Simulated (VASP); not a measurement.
Write the native input for VASP 6.6.1 that does the following.

```
Task                   : single point
Functional             : PBE
Potentials or basis    : VASP PAW PBE potentials, release 64 (Si, Ge_d)
Cutoff                 : 520 eV
k mesh                 : 2 × 2 × 2
Occupations            : fermi-dirac, width 0.02 eV
Spin                   : no spin polarisation
Dipole correction      : no
Further INCAR settings : LREAL = Auto; ALGO = Normal; EDIFF = 1e-07; NBANDS = 53
```

The structure of Si16Ge (a cell with a defect) lies in POSCAR:

```
Si16Ge
1.0
    0.0000000000      5.4300000000      5.4300000000
    5.4300000000      0.0000000000      5.4300000000
    5.4300000000      5.4300000000      0.0000000000
Si Ge
16 1
Direct
    0.0117516635     -0.0340605835      0.0102060601
    0.1590588662      0.1126579859      0.1141273027
    0.0179147965     -0.0011781136      0.4860453691
    0.1274419426      0.1077401514      0.6379568254
    0.0135506865      0.5118625814      0.0107903592
    0.1012826234      0.6021230530      0.1957984181
   -0.0258610353      0.4754721222      0.5770699539
    0.1275289164      0.6283595657      0.6387827806
    0.5229385933      0.0238990027     -0.0692446014
    0.6140915317      0.1134733022      0.1142451380
    0.4977700948     -0.0011417527      0.4862530343
    0.6497350197      0.1511307274      0.5501164311
    0.4644457741      0.5116321238      0.0103245639
    0.6127748930      0.6602833882      0.1132098806
    0.4979865226      0.5195383130      0.4849914773
    0.6062751927      0.6284539994      0.6382421990
    0.8133242183      0.3160331335      0.0588368081
```

One way to write it, as run:

INCAR

```
SYSTEM = Si16Ge
PREC = Accurate ; ENCUT = 520
EDIFF = 1E-7 ; ISMEAR = -1
SIGMA = 0.02 ; LREAL = Auto
LASPH = .TRUE. ; NELM = 100
ALGO = Normal ; ISIF = 2
LWAVE = .FALSE. ; LCHARG = .TRUE.
GGA = PE ; LELF = .TRUE.
LVHAR = .TRUE. ; NBANDS = 53
```

KPOINTS

```
regular mesh
0
G
  2 2 2
  0 0 0
```

Potentials or basis: VASP PAW PBE potentials, release 64 (Si, Ge_d).

Run with:

```console
$ cat potpaw_PBE.64/Si/POTCAR potpaw_PBE.64/Ge_d/POTCAR > POTCAR
$ mpirun -np 1 vasp_std > vasp.out
```

It gave:

The pressure is 5.4 GPa, the largest force is 0.073 eV/Å and the band gap on the k mesh is 0.17 eV.

Caveat: the k points lie up to 0.50 Å⁻¹ apart; semilocal functionals underestimate gaps, and a narrow one can read as zero.

Run time: 2.9 min on 1 thread of Intel(R) Xeon(R) Platinum 8488C (Sapphire Rapids), with other jobs on the host, peak memory 0.49 GiB.
